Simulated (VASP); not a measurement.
A run of VASP 6.6.1 is set up as follows.

Contents of INCAR:

```
SYSTEM = Ca
PREC = Accurate ; ENCUT = 520
EDIFF = 1E-7 ; ISMEAR = -1
SIGMA = 0.06122561905347299 ; LREAL = .False.
LASPH = .True. ; NELM = 60
ALGO = Normal ; ISIF = 2
LWAVE = .False. ; LCHARG = .False.
GGA = PE ; NBANDS = 11
```

File KPOINTS:

```
regular mesh
0
Gamma
  31 31 31
  0 0 0
```

The input POSCAR:

```
Ca
1.0
    3.5687848103      0.0000000000      0.0000000000
    0.0000000000      3.5687848103      0.0000000000
    0.0000000000      0.0000000000      3.5687848103
Ca
1
Direct
    0.0000000000      0.0000000000      0.0000000000
```

Potentials or basis: VASP PAW PBE potentials, release 64 (Ca_sv).

The run is started by

```sh
$ cat potpaw_PBE.64/Ca_sv/POTCAR > POTCAR
$ mpirun -np 1 vasp_std > vasp.out
```

Predict the band gap on the k mesh.

zero (bands 5 and 6 overlap by 1.18 eV).

Estimate the pressure.

-0.4 GPa.
